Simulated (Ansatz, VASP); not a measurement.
## CsGaCl2 in VASP and in Ansatz

File INCAR:

```
ALGO = Normal ; EDIFF = 1E-7
EDIFFG = -0.01 ; ENCUT = 600
GGA = PE ; IBRION = 2
ISIF = 3 ; ISMEAR = 0
LASPH = True ; LCHARG = False
LREAL = False ; LWAVE = False
NELM = 100 ; NSW = 100
PREC = Accurate ; SIGMA = 0.02
```

Contents of KPOINTS:

```
k-points
0
Gamma
  6 6 4
```

POSCAR

```
CsGaCl2
1.0
    4.5843792600      0.0000000000      0.0000000000
   -2.2921896300      3.9701888998      0.0000000000
    0.0000000000      0.0000000000      7.8542059857
Cs Ga Cl
1 1 2
Direct
    0.0000000000      0.0000000000      0.5000000000
    0.0000000000      0.0000000000      0.0000000000
    0.3333333333      0.6666666667      0.7847582185
    0.6666666667      0.3333333333      0.2152417815
```

Input for Ansatz:

```yaml
crystal:
  lattice:
    - [4.58437926, 0.0, 0.0]
    - [-2.29218963, 3.9701888998, 0.0]
    - [0.0, 0.0, 7.8542059857]
  atoms:
    - { symbol: Cs, position: [0.0, 0.0, 0.5] }
    - { symbol: Ga, position: [0.0, 0.0, 0.0] }
    - { symbol: Cl, position: [0.3333333333, 0.6666666667, 0.7847582185] }
    - { symbol: Cl, position: [0.6666666667, 0.3333333333, 0.2152417815] }
basis:
  ecutwfc: 420
kpoints:
  mp_grid: { grid: [6, 6, 4] }
hamiltonian:
  xc: pbe
scf:
  occupations: { method: gaussian, width: 0.02 }
output:
  forces: true
  stress: true
  eigenvalues: true
  write_density: true
  write_potential: true
  elf: true
  volumetric_format: npy
relax:
  adjacent_minimum: "off"
  f_tol: 0.01
  max_steps: 80
  cell: { stress_tol: 0.05 }
```

Alike in both runs: task relaxation of cell and atoms; functional PBE; k mesh 6 × 6 × 4; occupations gaussian, width 0.02 eV; no spin polarisation.

```csv
,VASP,Ansatz
version,VASP 6.6.1,Ansatz 0.2.0
potentials or method,"VASP PAW PBE potentials, release 64 (Cs_sv, Ga_d, Cl), cutoff 600 eV","scalar-relativistic, plane waves, PAW"
valence electrons in the cell,36,36
```

Ansatz gave:

| Quantity | Value |
| --- | --- |
| gap on the k mesh at the Fermi level, each at its own relaxed structure (eV) | 3.00 |
| relaxed volume (Å³/atom) | 35.62 |
| relaxed cell length with the largest relative difference (Å) | 7.936 |

Task: Which values does VASP return?

Result: gap on the k mesh at the Fermi level, each at its own relaxed structure (eV): 3.00; relaxed volume (Å³/atom): 35.75; relaxed cell length with the largest relative difference (Å): 7.946.

Neither program's run includes spin-orbit coupling.
